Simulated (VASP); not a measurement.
Write the native input for VASP 6.6.1 that does the following.

```yaml
Task: single point
Functional: LDA
Potentials_or_basis: VASP PAW LDA potentials, release 64 (Ru_sv)
Cutoff: 560 eV
k_mesh: 18 × 18 × 10
Occupations: gaussian, width 0.1 eV
Spin: no spin polarisation
Dipole_correction: no
Further_INCAR_settings: ALGO = Normal; EDIFF = 1e-06; NBANDS = 23
```

The structure of Ru lies in POSCAR:

```
Ru
1.0
    2.6740711064      0.0000000000      0.0000000000
   -1.3370355532      2.3158135097      0.0000000000
    0.0000000000      0.0000000000      4.2267519247
Ru
2
Direct
    0.3333333333      0.6666666667      0.2500000000
    0.6666666667      0.3333333333      0.7500000000
```

The input as run:

INCAR

```
PREC = Accurate
ENCUT = 560
EDIFF = 1E-6
ISMEAR = 0
SIGMA = 0.1
LREAL = False
LASPH = True
NELM = 120
ALGO = Normal
ISIF = 2
LWAVE = False
LCHARG = True
GGA = CA
LELF = True
LVHAR = True
NBANDS = 23
GGA_COMPAT = False
```

KPOINTS

```
Automatic mesh
0
Gamma
  18 18 10
```

Potentials or basis: VASP PAW LDA potentials, release 64 (Ru_sv).

Run with:

```console
$ cat potpaw_LDA.64/Ru_sv/POTCAR > POTCAR
$ mpirun -np 1 vasp_std > vasp.out
```

It gave:

The pressure is 0.5 GPa and the band gap on the k mesh is zero (bands 16 and 17 overlap by 3.32 eV).

It took 74 s on 1 thread of Intel(R) Xeon(R) Platinum 8259CL CPU @ 2.50GHz (Skylake/Cascade Lake), on a shared host, peak memory 0.23 GiB.
